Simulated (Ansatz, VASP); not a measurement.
# TiC in VASP and in Ansatz

```xyz
2
Lattice="0.0000 2.1639 2.1639 2.1639 0.0000 2.1639 2.1639 2.1639 0.0000" Properties=species:S:1:pos:R:3 pbc="T T T"
Ti    0.0000    0.0000    0.0000
C     2.1639    2.1639    2.1639
```

Alike in both runs: functional r2SCAN; k mesh 15 × 15 × 15; occupations fermi-dirac, width 0.1 eV; no spin polarisation.

Ansatz relaxed the structure, and its values are those at the end. VASP's run is a single point on that final structure, the one shown.

|  | VASP | Ansatz |
| --- | --- | --- |
| version | VASP 6.6.1 | Ansatz 0.2.0 |
| potentials or method | VASP PAW PBE potentials, release 64 (Ti_sv, C) | PAW with Ansatz's default frozen-core files, scalar-relativistic |
| plane-wave cutoff (eV) | 520 | 500 |
| valence electrons in the cell | 16 | 16 |

Ansatz gave:

* pressure (GPa): 0.0

Question: What did VASP give for the same quantities?

Answer: Pressure (GPa): 1.0.

VASP's potentials were made for PBE, not for r2SCAN. With one functional, cell and mesh, what is left measures potentials, basis and numerics.
